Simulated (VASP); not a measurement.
# HfO2 (Fm-3m) in VASP: notebook, part 2 of 2

VASP 6.6.1. The steps go on from the part before.

## 3. Single point, PBE (strain -3.0%)

INCAR

```
SYSTEM = HfO2
ALGO = Normal
EDIFF = 1E-6
ENCUT = 520
GGA = PE
ISIF = 2
ISMEAR = 0
LASPH = .True.
LCHARG = .False.
LREAL = .False.
LWAVE = .False.
NBANDS = 18
NELM = 80
PREC = Accurate
SIGMA = 0.01
```

KPOINTS

```
k-points
0
Gamma
  6 6 6
  0 0 0
```

POSCAR

```
HfO2
1.0
    0.0000000000      2.4533068497      2.4533068497
    2.4533068497      0.0000000000      2.4533068497
    2.4533068497      2.4533068497      0.0000000000
Hf O
1 2
Direct
    0.0000000000      0.0000000000      0.0000000000
    0.2500000000      0.2500000000      0.2500000000
    0.7500000000      0.7500000000      0.7500000000
```

Potentials or basis: VASP PAW PBE potentials, release 64 (Hf_pv, O).

Launch:

```
cat potpaw_PBE.64/Hf_pv/POTCAR potpaw_PBE.64/O/POTCAR > POTCAR
mpirun -np 1 vasp_std > vasp.out
```

OUTCAR:

```text
SYSTEM = HfO2
   EDIFF = 1E-6
   ENCUT = 520
   GGA = PE
   ISIF = 2
   ISMEAR = 0
   LASPH = .True.
   LREAL = .False.
   NELM = 80
   PREC = Accurate

 ion  position               nearest neighbor table
   1  0.000  0.000  0.000-   3 2.12   3 2.12   3 2.12   2 2.12   3 2.12   2 2.12   2 2.12   2 2.12

   2  0.250  0.250  0.250-   1 2.12   1 2.12   1 2.12   1 2.12
   3  0.750  0.750  0.750-   1 2.12   1 2.12   1 2.12   1 2.12

  LATTYP: Found a face centered cubic cell.
 ALAT       =     4.9066136994

  Lattice vectors:

 A1 = (   0.0000000000,   2.4533068497,   2.4533068497)
 A2 = (   2.4533068497,   0.0000000000,   2.4533068497)
 A3 = (   2.4533068497,   2.4533068497,   0.0000000000)

Analysis of symmetry for initial positions (statically):
=====================================================================
 Subroutine PRICEL returns:
 Original cell was already a primitive cell.

 Routine SETGRP: Setting up the symmetry group for a
 face centered cubic supercell.

 Subroutine GETGRP returns: Found 48 space group operations
 (whereof 48 operations were pure point group operations)
 out of a pool of 48 trial point group operations.

The static configuration has the point symmetry O_h .

Analysis of symmetry for dynamics (positions and initial velocities):
=====================================================================
 Subroutine PRICEL returns:
 Original cell was already a primitive cell.

 Routine SETGRP: Setting up the symmetry group for a
 face centered cubic supercell.

 Subroutine GETGRP returns: Found 48 space group operations
 (whereof 48 operations were pure point group operations)
 out of a pool of 48 trial point group operations.

The dynamic configuration has the point symmetry O_h .

[... 104 lines left out ...]
   EMIN   =  10.00;   EMAX   =-10.00  energy-range for DOS
   EFERMI =   0.00;   METHOD = LEGACY
   ISMEAR =     0;   SIGMA  =   0.01  broadening in eV -4-tet -1-fermi 0-gaus
   EFERMI_NEDOS =   21; number of points for ismear=-14 and -15
   IALGO  =     38    algorithm
   IMIX   =      4    mixing-type and parameters
     AMIX     =   0.40;   BMIX     =  1.00
     AMIX_MAG =   1.60;   BMIX_MAG =  1.00
  volume/ion in A,a.u.               =       9.84        66.43
  Fermi-wavevector in a.u.,A,eV,Ry     =   1.484068  2.804482 29.966265  2.202458
  Thomas-Fermi vector in A             =   2.597651
   LORBIT       =      0    0 simple, 1 ext, 2 COOP (PROOUT), +10 PAW based schemes
   GGA     = PE    functional components
   LHFCALC =     F    Hartree Fock is set to
   AEXX    =    0.0000 exact exchange contribution
   IVDW    =     0    specifies the selected vdW correction
   LEPSILON=     F    determine dielectric tensor
   LRPA    =     F    only Hartree local field effects (RPA)
 non-spin polarized calculation
 Gauss-broadening in eV      SIGMA  =   0.01
  energy-cutoff  :      520.00
  volume of cell :       29.53
 maximum number of plane-waves:       821
 NGX is ok and might be reduce to    28
   NGX = 13   NGY = 13   NGZ = 13

 number of electron      22.0000010 magnetization

 Free energy of the ion-electron system (eV)
  ---------------------------------------------------
  ext. energy  EPLUGINS =         0.00000000
  ---------------------------------------------------
  free energy    TOTEN  =       -29.96811072 eV

  energy without entropy =      -29.96811072  energy(sigma->0) =      -29.96811072

 E-fermi :   5.2908     XC(G=0): -12.3741

 val. band max:        5.1554869037   @ k =   0.5000   0.5000   0.0000
 cond. band min:       9.2207784083   @ k =   0.5000   0.5000   0.0000
 fundamental gap:      4.0652915046
 Fermi energy:         5.2908187111

 k-point     1 :       0.0000    0.0000    0.0000
  band No.  band energies     occupation
      1     -24.0892      2.00000
      2     -24.0892      2.00000
      3     -24.0892      2.00000
      4     -14.2136      2.00000
      5     -10.6684      2.00000
      6      -0.8237      2.00000
[... 313 lines left out ...]
      5     -11.6308      2.00000
      6      -1.2813      2.00000
[... 10 lines left out ...]
     17      19.0412      0.00000
     18      19.2165      0.00000

------------------------ aborting loop because EDIFF is reached ----------------------------------------

  FORCE on cell =-STRESS in cart. coord.  units (eV):
  Direction    XX          YY          ZZ          XY          YZ          ZX
  --------------------------------------------------------------------------------------
  -------------------------------------------------------------------------------------
  Total        5.7357542      5.7357542      5.7357542      0.0000000      0.0000000      0.0000000
  in kB      311.1827403    311.1827403    311.1827403      0.0000000      0.0000000      0.0000000
  external PRESSURE =     311.1827403 kB  Pullay stress =       0.0000000 kB

 VOLUME and BASIS-vectors are now :
 -----------------------------------------------------------------------------
  energy-cutoff  :      520.00
  volume of cell :       29.53
      direct lattice vectors                 reciprocal lattice vectors
     0.000000000  2.453306850  2.453306850    -0.203806548  0.203806548  0.203806548
     2.453306850  0.000000000  2.453306850     0.203806548 -0.203806548  0.203806548
     2.453306850  2.453306850  0.000000000     0.203806548  0.203806548 -0.203806548

 POSITION                                       TOTAL-FORCE (eV/Angst)
 -----------------------------------------------------------------------------------
      0.00000      0.00000      0.00000         0.000000      0.000000      0.000000
      1.22665      1.22665      1.22665         0.000000      0.000000      0.000000
      3.67996      3.67996      3.67996        -0.000000     -0.000000     -0.000000
 -----------------------------------------------------------------------------------
    total drift:                                0.000000      0.000000      0.000000

  FREE ENERGIE OF THE ION-ELECTRON SYSTEM (eV)
  ---------------------------------------------------
  free  energy   TOTEN  =       -29.9681107177 eV

  energy  without entropy=      -29.9681107177  energy(sigma->0) =      -29.96811072
```

It took 11 s on 1 thread of Intel Xeon 8259CL, shared host; peak memory 0.16 GiB.

Results:

```
Free energy            : -29.9681 eV
Pressure               : 31.1 GPa
Band gap on the k mesh : 4.07 eV, direct
```

Caveat: the cell differs from its parent crystal (strain -3.0%); spin-orbit coupling is left out, which moves the levels of the heavy elements. A k mesh can miss the band edges.

## 4. Single point, PBE (strain -2.0%)

INCAR

```
  ALGO = Normal
  EDIFF = 1E-7
  ENCUT = 520
  GGA = PE
  ISIF = 2
  ISMEAR = 0
  LASPH = T
  LCHARG = T
  LELF = T
  LREAL = F
  LVHAR = T
  LWAVE = F
  NBANDS = 18
  NELM = 100
  PREC = Accurate
  SIGMA = 0.01
```

KPOINTS

```
k-points
0
Gamma
  6 6 6
```

POSCAR

```
HfO2
1.0
    0.0000000000      2.4785986729      2.4785986729
    2.4785986729      0.0000000000      2.4785986729
    2.4785986729      2.4785986729      0.0000000000
Hf O
1 2
Direct
    0.0000000000      0.0000000000      0.0000000000
    0.2500000000      0.2500000000      0.2500000000
    0.7500000000      0.7500000000      0.7500000000
```

Launch:

```
cat potpaw_PBE.64/Hf_pv/POTCAR potpaw_PBE.64/O/POTCAR > POTCAR
mpirun -np 1 vasp_std > vasp.out
```

Run time: 16 s. Hardware: 1 thread of Intel Xeon 8259CL, shared host; peak memory 0.16 GiB.

The run converged. Its results:

- Free energy: -30.1162 eV
- Pressure: 20.1 GPa
- Band gap on the k mesh: 3.98 eV, direct

Levels at points of the mesh, in eV from the valence-band top:
| k point | band 9 | band 10 | band 11 | band 12 | band 13 | band 14 |
| --- | --- | --- | --- | --- | --- | --- |
| (0.00, 0.00, 0.00) | -0.64 | -0.64 | -0.64 | 4.04 | 4.04 | 6.38 |
| (0.50, 0.00, 0.00) | -2.88 | -1.91 | -1.91 | 4.86 | 4.86 | 7.65 |
| (0.50, 0.50, 0.00) | -1.64 | -1.64 | 0.00 | 3.98 | 5.87 | 7.28 |

Caveat: the cell differs from its parent crystal (strain -2.0%); spin-orbit coupling is left out, which moves the levels of the heavy elements. A k mesh can miss the band edges.

## 5. Single point, PBE (strain -1.0%)

INCAR

```
  ALGO = Normal
  EDIFF = 1E-6
  ENCUT = 520
  GGA = PE
  ISIF = 2
  ISMEAR = 0
  LASPH = True
  LCHARG = False
  LREAL = False
  LWAVE = False
  NBANDS = 18
  NELM = 60
  PREC = Accurate
  SIGMA = 0.01
```

KPOINTS is that of step 4.

POSCAR

```
HfO2
1.0
    0.0000000000      2.5038904961      2.5038904961
    2.5038904961      0.0000000000      2.5038904961
    2.5038904961      2.5038904961      0.0000000000
Hf O
1 2
Direct
    0.0000000000      0.0000000000      0.0000000000
    0.2500000000      0.2500000000      0.2500000000
    0.7500000000      0.7500000000      0.7500000000
```

Launch:

```
cat potpaw_PBE.64/Hf_pv/POTCAR potpaw_PBE.64/O/POTCAR > POTCAR
mpirun -np 1 vasp_std > vasp.out
```

Run time: 13 s. Hardware: 1 thread of Intel Xeon 8259CL, shared host; peak memory 0.16 GiB.

It converged, with:

| Item | Value |
| --- | --- |
| Free energy | -30.2073 eV |
| Pressure | 10.5 GPa |
| Band gap on the k mesh | 3.90 eV, direct |

Levels at points of the mesh, in eV from the valence-band top:
| k point | band 7 | band 8 | band 9 | band 10 | band 11 | band 12 | band 13 | band 14 | band 15 | band 16 |
| --- | --- | --- | --- | --- | --- | --- | --- | --- | --- | --- |
| (0.00, 0.00, 0.00) | -5.57 | -5.57 | -0.63 | -0.63 | -0.63 | 3.97 | 3.97 | 6.13 | 10.90 | 10.90 |
| (0.50, 0.00, 0.00) | -4.50 | -3.10 | -2.81 | -1.87 | -1.87 | 4.75 | 4.75 | 7.34 | 9.19 | 9.79 |
| (0.50, 0.50, 0.00) | -3.55 | -3.55 | -1.59 | -1.59 | 0.00 | 3.90 | 5.70 | 6.98 | 8.50 | 8.50 |

Caveat: the cell differs from its parent crystal (strain -1.0%); spin-orbit coupling is left out, which moves the levels of the heavy elements. A k mesh can miss the band edges.

## 6. The runs side by side

| cell | gap on the mesh (eV) | pressure (GPa) |
| --- | --- | --- |
| a = 3.434 Å, angles 60.0°, 3 atoms | 4.15 | 43.6 |
| a = 3.469 Å, angles 60.0°, 3 atoms | 4.07 | 31.1 |
| a = 3.505 Å, angles 60.0°, 3 atoms | 3.98 | 20.1 |
| a = 3.541 Å, angles 60.0°, 3 atoms | 3.90 | 10.5 |

Alike in all rows: task single point; level PBE; potentials or basis VASP PAW PBE potentials, release 64 (Hf_pv, O); no spin polarisation; k mesh 6 × 6 × 6; cutoff (eV) 520; smearing gaussian 0.01 eV.

Caveats: spin-orbit coupling is left out, which moves the levels of the heavy elements.

Total energies depend on the potentials used, so only differences within one code and one set of settings carry meaning.
